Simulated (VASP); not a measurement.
# H2 in VASP: a series of runs, part 2 of 2

VASP 6.6.1.

## (3) Single point, r2SCAN

POSCAR

```
H
1.0
    8.0000000000      0.0000000000      0.0000000000
    0.0000000000      8.0000000000      0.0000000000
    0.0000000000      0.0000000000      8.0000000000
H
2
Direct
    0.5000000000      0.5000000000      0.4468750000
    0.5000000000      0.5000000000      0.5531250000
```

INCAR.step1

```
ALGO = Normal
EDIFF = 1E-5
ENCUT = 440
GGA = PE
GGA_COMPAT = F
ISMEAR = 0
LASPH = T
LCHARG = F
LREAL = F
LWAVE = T
NBANDS = 8
NELM = 120
NELMDL = -8
PREC = Accurate
SIGMA = 0.01
```

INCAR.step2

```
ALGO = Normal
EDIFF = 1E-6
ENCUT = 440
GGA_COMPAT = F
ISIF = 2
ISMEAR = 0
ISTART = 1
LASPH = T
LCHARG = F
LMIXTAU = T
LREAL = F
LWAVE = F
METAGGA = R2SCAN
NBANDS = 8
NELM = 120
PREC = Accurate
SIGMA = 0.01
```

KPOINTS

```
k-points
0
Gamma
  1 1 1
```

Potentials or basis: VASP PAW PBE potentials, release 64 (H).

Run with:

```
$ cat potpaw_PBE.64/H/POTCAR > POTCAR
$ cp INCAR.step1 INCAR
$ mpirun -np 1 vasp_gam > vasp.out
$ cp INCAR.step2 INCAR
$ mpirun -np 1 vasp_gam > vasp.out
```

OUTCAR:

```text
EDIFF = 1E-6
   ENCUT = 440
   ISIF = 2
   ISMEAR = 0
   ISTART = 1
   LASPH = T
   LREAL = F
   METAGGA = R2SCAN
   NELM = 120
   PREC = Accurate

 ion  position               nearest neighbor table
   1  0.500  0.500  0.447-   2 0.85
   2  0.500  0.500  0.553-   1 0.85

  LATTYP: Found a simple cubic cell.
 ALAT       =     8.0000000000

  Lattice vectors:

 A1 = (   8.0000000000,   0.0000000000,   0.0000000000)
 A2 = (   0.0000000000,   8.0000000000,   0.0000000000)
 A3 = (   0.0000000000,   0.0000000000,   8.0000000000)

Analysis of symmetry for initial positions (statically):
=====================================================================
 Subroutine PRICEL returns:
 Original cell was already a primitive cell.

 Routine SETGRP: Setting up the symmetry group for a
 simple cubic supercell.

 Subroutine GETGRP returns: Found 16 space group operations
 (whereof 16 operations were pure point group operations)
 out of a pool of 48 trial point group operations.

The static configuration has the point symmetry D_4h.

Analysis of symmetry for dynamics (positions and initial velocities):
=====================================================================
 Subroutine PRICEL returns:
 Original cell was already a primitive cell.

 Routine SETGRP: Setting up the symmetry group for a
 simple cubic supercell.

 Subroutine GETGRP returns: Found 16 space group operations
 (whereof 16 operations were pure point group operations)
 out of a pool of 48 trial point group operations.

The dynamic configuration has the point symmetry D_4h.

 Subroutine INISYM returns: Found 16 space group operations
 (whereof 16 operations are pure point group operations),
 and found     1 'primitive' translations

[... 82 lines left out ...]
   NUPDOWN=      -1.0000    fix difference up-down
   EMIN   =  10.00;   EMAX   =-10.00  energy-range for DOS
   EFERMI =   0.00;   METHOD = LEGACY
   ISMEAR =     0;   SIGMA  =   0.01  broadening in eV -4-tet -1-fermi 0-gaus
   EFERMI_NEDOS =   21; number of points for ismear=-14 and -15
   IALGO  =     38    algorithm
   IMIX   =      4    mixing-type and parameters
     AMIX     =   0.40;   BMIX     =  1.00
     AMIX_MAG =   1.60;   BMIX_MAG =  1.00
  volume/ion in A,a.u.               =     256.00      1727.57
  Fermi-wavevector in a.u.,A,eV,Ry     =   0.257827  0.487222  0.904443  0.066475
  Thomas-Fermi vector in A             =   1.082725
   LORBIT       =      0    0 simple, 1 ext, 2 COOP (PROOUT), +10 PAW based schemes
   METAGGA = R2SCAN    functional components
   LHFCALC =     F    Hartree Fock is set to
   AEXX    =    0.0000 exact exchange contribution
   IVDW    =     0    specifies the selected vdW correction
   LEPSILON=     F    determine dielectric tensor
   LRPA    =     F    only Hartree local field effects (RPA)
 non-spin polarized calculation
 Gauss-broadening in eV      SIGMA  =   0.01
  energy-cutoff  :      440.00
  volume of cell :      512.00
 maximum number of plane-waves:      5414
 NGX is ok and might be reduce to    54
   NGX = 27   NGY = 27   NGZ = 27

 number of electron       2.0000006 magnetization

 Free energy of the ion-electron system (eV)
  ---------------------------------------------------
  ext. energy  EPLUGINS =         0.00000000
  ---------------------------------------------------
  free energy    TOTEN  =        -6.73482000 eV

  energy without entropy =       -6.73482000  energy(sigma->0) =       -6.73482000

 E-fermi : -10.1561     XC(G=0):  -0.3017

 val. band max:      -10.2341449798   @ k =   0.0000   0.0000   0.0000
 cond. band min:       0.1788813098   @ k =   0.0000   0.0000   0.0000
 fundamental gap:     10.4130262896
 Fermi energy:       -10.1560618204

 k-point     1 :       0.0000    0.0000    0.0000
  band No.  band energies     occupation
      1     -10.2341      2.00000
      2       0.1789      0.00000
      3       0.8647      0.00000
      4       2.1518      0.00000
      5       2.1518      0.00000
      6       2.3491      0.00000
      7       2.3822      0.00000
      8       2.9630      0.00000

------------------------ aborting loop because EDIFF is reached ----------------------------------------

  FORCE on cell =-STRESS in cart. coord.  units (eV):
  Direction    XX          YY          ZZ          XY          YZ          ZX
  --------------------------------------------------------------------------------------
  -------------------------------------------------------------------------------------
  Total       -0.0686596     -0.0686596     -2.4600215      0.0000000      0.0000000      0.0000000
  in kB       -0.2148532     -0.2148532     -7.6980287      0.0000000      0.0000000      0.0000000
  external PRESSURE =      -2.7092451 kB  Pullay stress =       0.0000000 kB

 VOLUME and BASIS-vectors are now :
 -----------------------------------------------------------------------------
  energy-cutoff  :      440.00
  volume of cell :      512.00
      direct lattice vectors                 reciprocal lattice vectors
     8.000000000  0.000000000  0.000000000     0.125000000  0.000000000  0.000000000
     0.000000000  8.000000000  0.000000000     0.000000000  0.125000000  0.000000000
     0.000000000  0.000000000  8.000000000     0.000000000  0.000000000  0.125000000

 POSITION                                       TOTAL-FORCE (eV/Angst)
 -----------------------------------------------------------------------------------
      4.00000      4.00000      3.57500         0.000000      0.000000      2.806865
      4.00000      4.00000      4.42500         0.000000      0.000000     -2.806865
 -----------------------------------------------------------------------------------
    total drift:                                0.000000      0.000000      0.000000

  FREE ENERGIE OF THE ION-ELECTRON SYSTEM (eV)
  ---------------------------------------------------
  free  energy   TOTEN  =        -6.7348199962 eV

  energy  without entropy=       -6.7348199962  energy(sigma->0) =       -6.73482000
```

Run time: 1.7 min. Hardware: 1 thread of AMD EPYC 7R43 (Zen 3), shared host; peak memory 0.36 GiB.

Results:

* Free energy: -6.7348 eV
* Largest force: 2.807 eV/Å
* Gap between the frontier levels: 10.41 eV

Forces on the atoms (eV/Å):
```
H    0.000  0.000  2.807
H    0.000  0.000 -2.807
```

Caveat: the PAW data sets were made with another functional, which shifts forces and pressure a little.

## (4) Single point, r2SCAN

POSCAR

```
H
1.0
    8.0000000000      0.0000000000      0.0000000000
    0.0000000000      8.0000000000      0.0000000000
    0.0000000000      0.0000000000      8.0000000000
H
2
Direct
    0.5000000000      0.5000000000      0.4425000000
    0.5000000000      0.5000000000      0.5575000000
```

INCAR.step1

```
SYSTEM = H
  ALGO = Normal
  EDIFF = 1E-5
  ENCUT = 440
  GGA = PE
  GGA_COMPAT = .FALSE.
  ISMEAR = 0
  LASPH = .TRUE.
  LCHARG = .FALSE.
  LREAL = .FALSE.
  LWAVE = .TRUE.
  NBANDS = 8
  NELM = 120
  NELMDL = -8
  PREC = Accurate
  SIGMA = 0.01
```

INCAR.step2

```
SYSTEM = H
  ALGO = Normal
  EDIFF = 1E-6
  ENCUT = 440
  GGA_COMPAT = .FALSE.
  ISIF = 2
  ISMEAR = 0
  ISTART = 1
  LASPH = .TRUE.
  LCHARG = .TRUE.
  LELF = .TRUE.
  LMIXTAU = .TRUE.
  LREAL = .FALSE.
  LVHAR = .TRUE.
  LWAVE = .FALSE.
  METAGGA = R2SCAN
  NBANDS = 8
  NELM = 120
  PREC = Accurate
  SIGMA = 0.01
```

KPOINTS

```
k-points
0
G
  1 1 1
  0 0 0
```

Run with:

```
$ cat potpaw_PBE.64/H/POTCAR > POTCAR
$ cp INCAR.step1 INCAR
$ mpirun -np 1 vasp_gam > vasp.out
$ cp INCAR.step2 INCAR
$ mpirun -np 1 vasp_gam > vasp.out
```

Run time: 2.3 min. Hardware: 1 thread of AMD EPYC 7R43 (Zen 3), shared host; peak memory 0.37 GiB.

It converged, with:

```yaml
Free_energy: -6.5005 eV
Largest_force: 3.810 eV/Å
Gap_between_the_frontier_levels: 10.13 eV
```

Forces in eV/Å, atoms in the order of the input:
```
H    0.000  0.000  3.810
H    0.000  0.000 -3.810
```

Levels at points of the mesh, in eV from the valence-band top:
| k point | band 1 | band 2 | band 3 | band 4 | band 5 |
| --- | --- | --- | --- | --- | --- |
| (0.00, 0.00, 0.00) | 0.00 | 10.13 | 10.36 | 12.08 | 12.08 |

Caveat: the PAW data sets were made with another functional, which shifts forces and pressure a little.

## (5) Single point, r2SCAN

POSCAR

```
H
1.0
    8.0000000000      0.0000000000      0.0000000000
    0.0000000000      8.0000000000      0.0000000000
    0.0000000000      0.0000000000      8.0000000000
H
2
Direct
    0.5000000000      0.5000000000      0.4375000000
    0.5000000000      0.5000000000      0.5625000000
```

INCAR.step1

```
ALGO = Normal
EDIFF = 1E-5
ENCUT = 440
GGA = PE
GGA_COMPAT = False
ISMEAR = 0
LASPH = True
LCHARG = False
LREAL = False
LWAVE = True
NBANDS = 8
NELM = 120
NELMDL = -8
PREC = Accurate
SIGMA = 0.01
```

INCAR.step2

```
ALGO = Normal
EDIFF = 1E-6
ENCUT = 440
GGA_COMPAT = False
ISIF = 2
ISMEAR = 0
ISTART = 1
LASPH = True
LCHARG = False
LMIXTAU = True
LREAL = False
LWAVE = False
METAGGA = R2SCAN
NBANDS = 8
NELM = 120
PREC = Accurate
SIGMA = 0.01
```

KPOINTS

```
k-points
0
Gamma
  1 1 1
```

Run with:

```
$ cat potpaw_PBE.64/H/POTCAR > POTCAR
$ cp INCAR.step1 INCAR
$ mpirun -np 1 vasp_gam > vasp.out
$ cp INCAR.step2 INCAR
$ mpirun -np 1 vasp_gam > vasp.out
```

Run time: 2.4 min. Hardware: 1 thread of AMD EPYC 7R43 (Zen 3), shared host; peak memory 0.37 GiB.

Results (log left out):

| Item | Value |
| --- | --- |
| Free energy | -6.1660 eV |
| Largest force | 4.484 eV/Å |
| Gap between the frontier levels | 9.52 eV |

Forces in eV/Å, atoms in the order of the input:
```
H    0.000  0.000  4.484
H    0.000  0.000 -4.484
```

Levels at points of the mesh, in eV from the valence-band top:
```tsv
k point	band 1	band 2	band 3	band 4	band 5
(0.00, 0.00, 0.00)	0.00	9.52	9.84	11.75	11.75
```

Caveat: the PAW data sets were made with another functional, which shifts forces and pressure a little.

## (6) Summary

| cell | gap on the mesh (eV) | largest force (eV/Å) |
| --- | --- | --- |
| as given, atomic positions A | 10.64 | 1.75 |
| as given, atomic positions B | 10.41 | 2.81 |
| as given, atomic positions C | 10.13 | 3.81 |
| as given, atomic positions D | 9.52 | 4.48 |

Alike in all rows: task single point; level r2SCAN; potentials or basis VASP PAW PBE potentials, release 64 (H); no spin polarisation; k mesh 1 × 1 × 1; cutoff (eV) 440; smearing gaussian 0.01 eV.

Caveats: the PAW data sets were made with another functional, which shifts forces and pressure a little.

Absolute energies hang on the potentials; compare differences alone.
